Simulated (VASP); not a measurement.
Input of a VASP 6.6.1 run:

INCAR

```
PREC = Accurate
ENCUT = 520
EDIFF = 1E-6
ISMEAR = 0
SIGMA = 0.1
LREAL = F
LASPH = T
NELM = 60
ALGO = Normal
ISIF = 2
LWAVE = F
LCHARG = F
GGA = PE
NBANDS = 38
```

File KPOINTS:

```
Automatic mesh
0
Gamma
  6 6 6
```

POSCAR

```
ZrSi2O6
1.0
   -1.8162884400      1.8162884400      7.7058592300
    1.8162884400     -1.8162884400      7.7058592300
    1.8162884400      1.8162884400     -7.7058592300
Zr Si O
1 2 6
Direct
    0.5000000000      0.5000000000      0.0000000000
    0.8333333300      0.8333333300      0.0000000000
    0.1666666700      0.1666666700      0.0000000000
    0.9166666700      0.4166666700      0.5000000000
    0.5833333300      0.0833333300      0.5000000000
    0.2500000000      0.7500000000      0.5000000000
    0.0833333300      0.5833333300      0.5000000000
    0.7500000000      0.2500000000      0.5000000000
    0.4166666700      0.9166666700      0.5000000000
```

Potentials or basis: VASP PAW PBE potentials, release 64 (Zr_sv, Si, O).

Command:

```console
$ cat potpaw_PBE.64/Zr_sv/POTCAR potpaw_PBE.64/Si/POTCAR potpaw_PBE.64/O/POTCAR > POTCAR
$ mpirun -np 1 vasp_std > vasp.out
```

(1) Predict the band gap on the k mesh.

(2) Estimate the largest force.

(3) What does it give for the pressure?

## Answers

(1) zero (bands 28 and 29 overlap by 0.54 eV).

(2) 1.421 eV/Å.

(3) -27.6 GPa.

Caveat: the cell stands under tension; forces of over 1 eV/Å act on the atoms, so gaps and moduli don't describe the material at rest.
